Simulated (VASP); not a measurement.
# Al3Cu (P4/mmm) in VASP: further runs, part 2 of 3

VASP 6.6.1. Earlier steps stand in the parts before.

### 3 Single point, PBEsol (volume scaled by 0.94, then relaxed in part)

INCAR

```
ALGO = Fast
EDIFF = 1E-6
ENCUT = 520
GGA = PS
ISIF = 2
ISMEAR = 0
LASPH = True
LCHARG = False
LREAL = False
LWAVE = False
NBANDS = 18
NELM = 80
PREC = Accurate
SIGMA = 0.1
```

KPOINTS

```
k-points
0
Gamma
  16 16 6
```

POSCAR

```
Al3Cu
1.0
    2.7247365160      0.0000000000      0.0000000000
    0.0000000000      2.7247365160      0.0000000000
    0.0000000000      0.0000000000      7.4379270641
Al Cu
3 1
Direct
    0.0000000000      0.0000000000      0.5000000000
    0.5000000000      0.5000000000      0.2233777858
    0.5000000000      0.5000000000      0.7766222142
    0.0000000000      0.0000000000      0.0000000000
```

Potentials or basis: VASP PAW PBE potentials, release 64 (Al, Cu).

On the command line:

```bash
$ cat potpaw_PBE.64/Al/POTCAR potpaw_PBE.64/Cu/POTCAR > POTCAR
$ mpirun -np 1 vasp_std > vasp.out
```

OUTCAR:

```text
EDIFF = 1E-6
   ENCUT = 520
   GGA = PS
   ISIF = 2
   ISMEAR = 0
   LASPH = True
   LREAL = False
   NELM = 80
   PREC = Accurate

 ion  position               nearest neighbor table
   1  0.000  0.000  0.500-   2 2.82   3 2.82   2 2.82   3 2.82   2 2.82   3 2.82   2 2.82   3 2.82

   2  0.500  0.500  0.223-   4 2.54   4 2.54   4 2.54   4 2.54   1 2.82   1 2.82   1 2.82   1 2.82
                             3 3.32
   3  0.500  0.500  0.777-   4 2.54   4 2.54   4 2.54   4 2.54   1 2.82   1 2.82   1 2.82   1 2.82
                             2 3.32
   4  0.000  0.000  0.000-   2 2.54   3 2.54   2 2.54   3 2.54   2 2.54   3 2.54   2 2.54   3 2.54

  LATTYP: Found a simple tetragonal cell.
 ALAT       =     2.7247365160
 C/A-ratio  =     2.7297784650

  Lattice vectors:

 A1 = (   2.7247365160,   0.0000000000,   0.0000000000)
 A2 = (   0.0000000000,   2.7247365160,   0.0000000000)
 A3 = (   0.0000000000,   0.0000000000,   7.4379270641)

Analysis of symmetry for initial positions (statically):
=====================================================================
 Subroutine PRICEL returns:
 Original cell was already a primitive cell.

 Routine SETGRP: Setting up the symmetry group for a
 simple tetragonal supercell.

 Subroutine GETGRP returns: Found 16 space group operations
 (whereof 16 operations were pure point group operations)
 out of a pool of 16 trial point group operations.

The static configuration has the point symmetry D_4h.

Analysis of symmetry for dynamics (positions and initial velocities):
=====================================================================
 Subroutine PRICEL returns:
 Original cell was already a primitive cell.

 Routine SETGRP: Setting up the symmetry group for a
 simple tetragonal supercell.

[... 119 lines left out ...]
   NELECT =      20.0000    total number of electrons
   NUPDOWN=      -1.0000    fix difference up-down
   EMIN   =  10.00;   EMAX   =-10.00  energy-range for DOS
   EFERMI =   0.00;   METHOD = LEGACY
   ISMEAR =     0;   SIGMA  =   0.10  broadening in eV -4-tet -1-fermi 0-gaus
   EFERMI_NEDOS =   21; number of points for ismear=-14 and -15
   IALGO  =     68    algorithm
   IMIX   =      4    mixing-type and parameters
     AMIX     =   0.40;   BMIX     =  1.00
     AMIX_MAG =   1.60;   BMIX_MAG =  1.00
  volume/ion in A,a.u.               =      13.81        93.16
  Fermi-wavevector in a.u.,A,eV,Ry     =   1.166947  2.205210 18.527946  1.361766
  Thomas-Fermi vector in A             =   2.303454
   LORBIT       =      0    0 simple, 1 ext, 2 COOP (PROOUT), +10 PAW based schemes
   GGA     = PS    functional components
   LHFCALC =     F    Hartree Fock is set to
   AEXX    =    0.0000 exact exchange contribution
   IVDW    =     0    specifies the selected vdW correction
   LEPSILON=     F    determine dielectric tensor
   LRPA    =     F    only Hartree local field effects (RPA)
 non-spin polarized calculation
 RMM-DIIS sequential band-by-band and
 Gauss-broadening in eV      SIGMA  =   0.10
  energy-cutoff  :      520.00
  volume of cell :       55.22
 maximum number of plane-waves:      1506
   NGX = 11   NGY = 11   NGZ = 27

 number of electron      19.9999985 magnetization

 Free energy of the ion-electron system (eV)
  ---------------------------------------------------
  ext. energy  EPLUGINS =         0.00000000
  ---------------------------------------------------
  free energy    TOTEN  =       -16.88059235 eV

  energy without entropy =      -16.87265232  energy(sigma->0) =      -16.87662234

 E-fermi :   9.1209     XC(G=0): -11.2035

 val. band max:        9.1147221714   @ k =   0.3125   0.1875   0.1667
 cond. band min:       9.1230712389   @ k =   0.2500   0.1875   0.0000
 fundamental gap:      0.0083490675
 Fermi energy:         9.1209155017

 k-point     1 :       0.0000    0.0000    0.0000
  band No.  band energies     occupation
      1      -2.5521      2.00000
      2      -0.0376      2.00000
      3       0.2573      2.00000
      4       4.3171      2.00000
      5       4.4170      2.00000
      6       5.2917      2.00000
[... 481 lines left out ...]
      5       4.5265      2.00000
      6       4.5875      2.00000
[... 10 lines left out ...]
     17      17.2149      0.00000
     18      19.1608      0.00000

 [... further k-points ...]
[... 5 lines left out ...]
  --------------------------------------------------------------------------------------
  -------------------------------------------------------------------------------------
  Total        2.4644110      2.4644110      2.4627963      0.0000000     -0.0000000      0.0000000
  in kB       71.5027551     71.5027551     71.4559074      0.0000000     -0.0000000      0.0000000
  external PRESSURE =      71.4871392 kB  Pullay stress =       0.0000000 kB

 VOLUME and BASIS-vectors are now :
 -----------------------------------------------------------------------------
  energy-cutoff  :      520.00
  volume of cell :       55.22
      direct lattice vectors                 reciprocal lattice vectors
     2.724736516  0.000000000  0.000000000     0.367007964  0.000000000  0.000000000
     0.000000000  2.724736516  0.000000000     0.000000000  0.367007964  0.000000000
     0.000000000  0.000000000  7.437927064     0.000000000  0.000000000  0.134446062

 POSITION                                       TOTAL-FORCE (eV/Angst)
 -----------------------------------------------------------------------------------
      0.00000      0.00000      3.71896         0.000000      0.000000      0.000000
      1.36237      1.36237      1.66147         0.000000     -0.000000      0.021847
      1.36237      1.36237      5.77646        -0.000000      0.000000     -0.021847
      0.00000      0.00000      0.00000         0.000000      0.000000      0.000000
 -----------------------------------------------------------------------------------
    total drift:                                0.000000      0.000000     -0.000000

  FREE ENERGIE OF THE ION-ELECTRON SYSTEM (eV)
  ---------------------------------------------------
  free  energy   TOTEN  =       -16.8805923477 eV

  energy  without entropy=      -16.8726523225  energy(sigma->0) =      -16.87662234
```

OSZICAR:

```text
N       E                     dE             d eps       ncg     rms          rms(c)
DAV:   1     0.748823410891E+02    0.74882E+02   -0.84114E+03  6526   0.118E+03
DAV:   2    -0.155801620996E+02   -0.90463E+02   -0.83879E+02  6774   0.219E+02
DAV:   3    -0.200679387504E+02   -0.44878E+01   -0.43221E+01  8762   0.539E+01
DAV:   4    -0.201669954354E+02   -0.99057E-01   -0.98748E-01  9364   0.673E+00
DAV:   5    -0.201691069355E+02   -0.21115E-02   -0.21112E-02  9316   0.956E-01    0.190E+01
RMM:   6    -0.269961424976E+02   -0.68270E+01   -0.74058E+01  8720   0.119E+02    0.173E+01
RMM:   7    -0.175336010152E+02    0.94625E+01   -0.21433E+01  7444   0.669E+01    0.472E+00
RMM:   8    -0.168654397588E+02    0.66816E+00   -0.33624E+00  7657   0.268E+01    0.975E-01
RMM:   9    -0.168808675140E+02   -0.15428E-01   -0.24628E-01  8428   0.279E+00    0.299E-01
RMM:  10    -0.168818524416E+02   -0.98493E-03   -0.20116E-02  8140   0.145E+00    0.417E-01
RMM:  11    -0.168820997872E+02   -0.24735E-03   -0.28351E-02  8290   0.210E+00    0.365E-01
RMM:  12    -0.168804636999E+02    0.16361E-02   -0.56113E-03  8740   0.114E+00    0.418E-02
RMM:  13    -0.168805720390E+02   -0.10834E-03   -0.13213E-03  9431   0.277E-01    0.456E-02
RMM:  14    -0.168807067221E+02   -0.13468E-03   -0.28424E-04  8623   0.195E-01    0.779E-02
RMM:  15    -0.168805841289E+02    0.12259E-03   -0.30839E-04  8339   0.244E-01    0.255E-02
RMM:  16    -0.168805923891E+02   -0.82603E-05   -0.74810E-05  9000   0.559E-02    0.304E-02
RMM:  17    -0.168805923477E+02    0.41417E-07   -0.98763E-06  8429   0.276E-02
   1 F= -.16880592E+02 E0= -.16876622E+02  d E =-.794003E-02
```

stdout:

```text
POSCAR found type information on POSCAR AlCu
 POSCAR found :  2 types and       4 ions
 scaLAPACK will be used
 -----------------------------------------------------------------------------
|                                                                             |
|                                                                             |
|     You enforced a specific xc type in the INCAR file but a different       |
|     I HOPE YOU KNOW WHAT YOU ARE DOING!                                     |
|                                                                             |
 -----------------------------------------------------------------------------

 LDA part: xc-table for (Slater+PW92), standard interpolation
 POSCAR, INCAR and KPOINTS ok, starting setup
 FFT: planning ... GRIDC
 FFT: planning ... GRID_SOFT
 FFT: planning ... GRID
 WAVECAR not read
 entering main loop
```

Wall time 1.8 min (1 thread of Intel Xeon Platinum 8375C at 2.90GHz (Ice Lake), shared host); peak memory 0.28 GiB.

What came out:

```yaml
Free_energy: -16.8806 eV
Pressure: 7.1 GPa
Largest_force: 0.022 eV/Å
Band_gap_on_the_k_mesh: zero (band 10 reaches 13.49 eV, above the bottom of band 11 at 7.21 eV)
```

Forces in eV/Å, atoms in the order of the input:
```
Al   0.000  0.000  0.000
Al   0.000  0.000  0.022
Al   0.000  0.000 -0.022
Cu   0.000  0.000  0.000
```

Caveat: the PAW data sets were made with another functional, which shifts forces and pressure a little.

### 4 Single point, PBEsol (volume scaled by 0.97, then relaxed in part)

INCAR

```
SYSTEM = Al3Cu
  PREC = Accurate
  ENCUT = 520
  EDIFF = 1E-7
  ISMEAR = 0
  SIGMA = 0.1
  LREAL = .False.
  LASPH = .True.
  NELM = 100
  ALGO = Fast
  ISIF = 2
  LWAVE = .False.
  LCHARG = .False.
  GGA = PS
  NBANDS = 18
```

KPOINTS

```
regular mesh
0
Gamma
  16 16 6
  0 0 0
```

POSCAR

```
Al3Cu
1.0
    2.7525971033      0.0000000000      0.0000000000
    0.0000000000      2.7525971033      0.0000000000
    0.0000000000      0.0000000000      7.5207217860
Al Cu
3 1
Direct
    0.0000000000      0.0000000000      0.5000000000
    0.5000000000      0.5000000000      0.2220810403
    0.5000000000      0.5000000000      0.7779189597
    0.0000000000      0.0000000000      0.0000000000
```

Potentials or basis: VASP PAW PBE potentials, release 64 (Al, Cu).

On the command line:

```bash
$ cat potpaw_PBE.64/Al/POTCAR potpaw_PBE.64/Cu/POTCAR > POTCAR
$ mpirun -np 1 vasp_std > vasp.out
```

OUTCAR:

```text
SYSTEM = Al3Cu
   PREC = Accurate
   ENCUT = 520
   EDIFF = 1E-7
   ISMEAR = 0
   LREAL = .False.
   LASPH = .True.
   NELM = 100
   ISIF = 2
   GGA = PS

 ion  position               nearest neighbor table
   1  0.000  0.000  0.500-   2 2.86   3 2.86   2 2.86   3 2.86   2 2.86   3 2.86   2 2.86   3 2.86

   2  0.500  0.500  0.222-   4 2.56   4 2.56   4 2.56   4 2.56   1 2.86   1 2.86   1 2.86   1 2.86
                             3 3.34
   3  0.500  0.500  0.778-   4 2.56   4 2.56   4 2.56   4 2.56   1 2.86   1 2.86   1 2.86   1 2.86
                             2 3.34
   4  0.000  0.000  0.000-   2 2.56   3 2.56   2 2.56   3 2.56   2 2.56   3 2.56   2 2.56   3 2.56

  LATTYP: Found a simple tetragonal cell.
 ALAT       =     2.7525971033
 C/A-ratio  =     2.7322276032

  Lattice vectors:

 A1 = (   2.7525971033,   0.0000000000,   0.0000000000)
 A2 = (   0.0000000000,   2.7525971033,   0.0000000000)
 A3 = (   0.0000000000,   0.0000000000,   7.5207217860)

Analysis of symmetry for initial positions (statically):
=====================================================================
 Subroutine PRICEL returns:
 Original cell was already a primitive cell.

 Routine SETGRP: Setting up the symmetry group for a
 simple tetragonal supercell.

 Subroutine GETGRP returns: Found 16 space group operations
 (whereof 16 operations were pure point group operations)
 out of a pool of 16 trial point group operations.

The static configuration has the point symmetry D_4h.

Analysis of symmetry for dynamics (positions and initial velocities):
=====================================================================
 Subroutine PRICEL returns:
 Original cell was already a primitive cell.

 Routine SETGRP: Setting up the symmetry group for a
 simple tetragonal supercell.

 Subroutine GETGRP returns: Found 16 space group operations
 (whereof 16 operations were pure point group operations)
 out of a pool of 16 trial point group operations.

The dynamic configuration has the point symmetry D_4h.

 Subroutine INISYM returns: Found 16 space group operations
[... 118 lines left out ...]
   IALGO  =     68    algorithm
   IMIX   =      4    mixing-type and parameters
     AMIX     =   0.40;   BMIX     =  1.00
     AMIX_MAG =   1.60;   BMIX_MAG =  1.00
  volume/ion in A,a.u.               =      14.25        96.13
  Fermi-wavevector in a.u.,A,eV,Ry     =   1.154791  2.182238 18.143930  1.333541
  Thomas-Fermi vector in A             =   2.291424
   LORBIT       =      0    0 simple, 1 ext, 2 COOP (PROOUT), +10 PAW based schemes
   GGA     = PS    functional components
   LHFCALC =     F    Hartree Fock is set to
   AEXX    =    0.0000 exact exchange contribution
   IVDW    =     0    specifies the selected vdW correction
   LEPSILON=     F    determine dielectric tensor
   LRPA    =     F    only Hartree local field effects (RPA)
 non-spin polarized calculation
 RMM-DIIS sequential band-by-band and
 Gauss-broadening in eV      SIGMA  =   0.10
  energy-cutoff  :      520.00
  volume of cell :       56.98
 maximum number of plane-waves:      1552
   NGX = 11   NGY = 11   NGZ = 27

 number of electron      19.9999977 magnetization

 Free energy of the ion-electron system (eV)
  ---------------------------------------------------
  ext. energy  EPLUGINS =         0.00000000
  ---------------------------------------------------
  free energy    TOTEN  =       -16.93917945 eV

  energy without entropy =      -16.93108923  energy(sigma->0) =      -16.93513434

 E-fermi :   8.7589     XC(G=0): -11.0705

 val. band max:        8.7512156990   @ k =   0.3750   0.3125   0.1667
 cond. band min:       8.7748377913   @ k =   0.2500   0.2500   0.1667
 fundamental gap:      0.0236220923
 Fermi energy:         8.7589248735

 k-point     1 :       0.0000    0.0000    0.0000
  band No.  band energies     occupation
      1      -2.6828      2.00000
      2      -0.2228      2.00000
      3       0.0654      2.00000
      4       4.0845      2.00000
      5       4.1753      2.00000
      6       5.0108      2.00000
[... 481 lines left out ...]
      5       4.2874      2.00000
      6       4.3441      2.00000
[... 10 lines left out ...]
     17      16.6780      0.00000
     18      18.6600      0.00000

 [... further k-points ...]
[... 5 lines left out ...]
  --------------------------------------------------------------------------------------
  -------------------------------------------------------------------------------------
  Total        1.2118073      1.2118073      1.2139266      0.0000000     -0.0000000      0.0000000
  in kB       34.0721329     34.0721329     34.1317210      0.0000000     -0.0000000      0.0000000
  external PRESSURE =      34.0919956 kB  Pullay stress =       0.0000000 kB

 VOLUME and BASIS-vectors are now :
 -----------------------------------------------------------------------------
  energy-cutoff  :      520.00
  volume of cell :       56.98
      direct lattice vectors                 reciprocal lattice vectors
     2.752597103  0.000000000  0.000000000     0.363293269  0.000000000  0.000000000
     0.000000000  2.752597103  0.000000000     0.000000000  0.363293269  0.000000000
     0.000000000  0.000000000  7.520721786     0.000000000  0.000000000  0.132965961

 POSITION                                       TOTAL-FORCE (eV/Angst)
 -----------------------------------------------------------------------------------
      0.00000      0.00000      3.76036        -0.000000      0.000000      0.000000
      1.37630      1.37630      1.67021         0.000000     -0.000000      0.022076
      1.37630      1.37630      5.85051        -0.000000      0.000000     -0.022076
      0.00000      0.00000      0.00000        -0.000000      0.000000      0.000000
 -----------------------------------------------------------------------------------
    total drift:                                0.000000      0.000000     -0.000000

  FREE ENERGIE OF THE ION-ELECTRON SYSTEM (eV)
  ---------------------------------------------------
  free  energy   TOTEN  =       -16.9391794541 eV

  energy  without entropy=      -16.9310892312  energy(sigma->0) =      -16.93513434
```

OSZICAR:

```text
N       E                     dE             d eps       ncg     rms          rms(c)
DAV:   1     0.741001488802E+02    0.74100E+02   -0.83642E+03  6506   0.116E+03
[... 14 lines left out ...]
RMM:  16    -0.169391817992E+02   -0.92922E-05   -0.87625E-05  9242   0.615E-02    0.305E-02
RMM:  17    -0.169391816154E+02    0.18372E-06   -0.12629E-05  9518   0.300E-02    0.389E-02
RMM:  18    -0.169391814399E+02    0.17555E-06   -0.44701E-06  8519   0.288E-02    0.196E-02
RMM:  19    -0.169391800792E+02    0.13607E-05   -0.31733E-06  8491   0.117E-02    0.130E-02
RMM:  20    -0.169391796317E+02    0.44753E-06   -0.55663E-07  7557   0.867E-03    0.143E-02
RMM:  21    -0.169391794289E+02    0.20274E-06   -0.41776E-07  7453   0.728E-03    0.792E-03
RMM:  22    -0.169391794541E+02   -0.25160E-07   -0.36045E-07  7176   0.672E-03
   1 F= -.16939179E+02 E0= -.16935134E+02  d E =-.809022E-02
```

stdout:

```text
POSCAR found type information on POSCAR AlCu
 POSCAR found :  2 types and       4 ions
 scaLAPACK will be used
 -----------------------------------------------------------------------------
|                                                                             |
|                                                                             |
|     You enforced a specific xc type in the INCAR file but a different       |
|     I HOPE YOU KNOW WHAT YOU ARE DOING!                                     |
|                                                                             |
 -----------------------------------------------------------------------------

 LDA part: xc-table for (Slater+PW92), standard interpolation
 POSCAR, INCAR and KPOINTS ok, starting setup
 FFT: planning ... GRIDC
 FFT: planning ... GRID_SOFT
 FFT: planning ... GRID
 WAVECAR not read
 entering main loop
```

It took 2.3 min on 1 thread of Intel Xeon Platinum 8375C at 2.90GHz (Ice Lake), shared host; peak memory 0.29 GiB.

Results:

```yaml
Free_energy: -16.9392 eV
Pressure: 3.4 GPa
Largest_force: 0.022 eV/Å
Band_gap_on_the_k_mesh: zero (band 10 reaches 13.03 eV, above the bottom of band 11 at 6.84 eV)
```

Forces in eV/Å, atoms in the order of the input:
```
Al   0.000  0.000  0.000
Al   0.000  0.000  0.022
Al   0.000  0.000 -0.022
Cu   0.000  0.000  0.000
```

Levels at points of the mesh, in eV from the Fermi level:
| k point | band 7 | band 8 | band 9 | band 10 | band 11 | band 12 | band 13 | band 14 |
| --- | --- | --- | --- | --- | --- | --- | --- | --- |
| (0.00, 0.00, 0.00) | -3.75 | -3.34 | -1.87 | 0.51 | 6.39 | 6.78 | 6.78 | 7.96 |
| (0.50, 0.00, 0.00) | -3.83 | -3.77 | -3.64 | -2.42 | -1.92 | 2.66 | 3.94 | 4.04 |
| (0.50, 0.50, 0.00) | -2.60 | -0.49 | -0.38 | 0.10 | 0.10 | 0.49 | 0.49 | 0.67 |
| (0.00, 0.00, 0.50) | -3.75 | -3.64 | -3.34 | 4.12 | 5.65 | 6.38 | 7.35 | 7.35 |
| (0.50, 0.00, 0.50) | -3.83 | -3.64 | -2.70 | -1.07 | -1.04 | 0.05 | 0.85 | 8.74 |
| (0.50, 0.50, 0.50) | -1.89 | -1.70 | -1.70 | -0.55 | -0.54 | 0.61 | 1.75 | 3.27 |

Caveat: the PAW data sets were made with another functional, which shifts forces and pressure a little.

[end of part 2 of 3]
